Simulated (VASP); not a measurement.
A run of VASP 6.6.1 is set up as follows.

INCAR

```
SYSTEM = LaLuN2
  ALGO = Normal
  EDIFF = 1E-6
  ENCUT = 600
  GGA = CA
  GGA_COMPAT = .False.
  ISIF = 2
  ISMEAR = -1
  LASPH = .True.
  LCHARG = .False.
  LMAXMIX = 6
  LREAL = .False.
  LWAVE = .False.
  NBANDS = 31
  NELM = 200
  PREC = Accurate
  SIGMA = 0.02
```

File KPOINTS:

```
k-points
0
Gamma
  6 6 4
  0 0 0
```

Contents of POSCAR:

```
LaLuN2
1.0
    3.5761113832      0.0000000000      0.0000000000
    0.0000000000      3.5761113832      0.0000000000
    0.0000000000      0.0000000000      5.0542413923
La N Lu
1 2 1
Direct
    0.0000000000      0.0000000000      0.0000000000
    0.0000000000      0.0000000000      0.5000000000
    0.5000000000      0.5000000000      0.0000000000
    0.5000000000      0.5000000000      0.5000000000
```

Potentials or basis: VASP PAW PBE potentials, release 64 (La, N, Lu).

Command:

```bash
$ cat potpaw_PBE.64/La/POTCAR potpaw_PBE.64/N/POTCAR potpaw_PBE.64/Lu/POTCAR > POTCAR
$ mpirun -np 1 vasp_std > vasp.out
```

Estimate the band gap on the k mesh.

zero (bands 23 and 24 overlap by 0.23 eV).

Estimate the pressure.

-6.9 GPa.

Stress tensor (GPa, compression positive):
```
-6.80  0.00  0.00
 0.00 -6.80  0.00
 0.00  0.00 -7.01
```

Caveat: the cell stands under tension; semilocal functionals underestimate gaps, and a narrow one can read as zero; the PAW data sets were made with another functional, which shifts forces and pressure a little; spin-orbit coupling is left out, which moves the levels of the heavy elements.
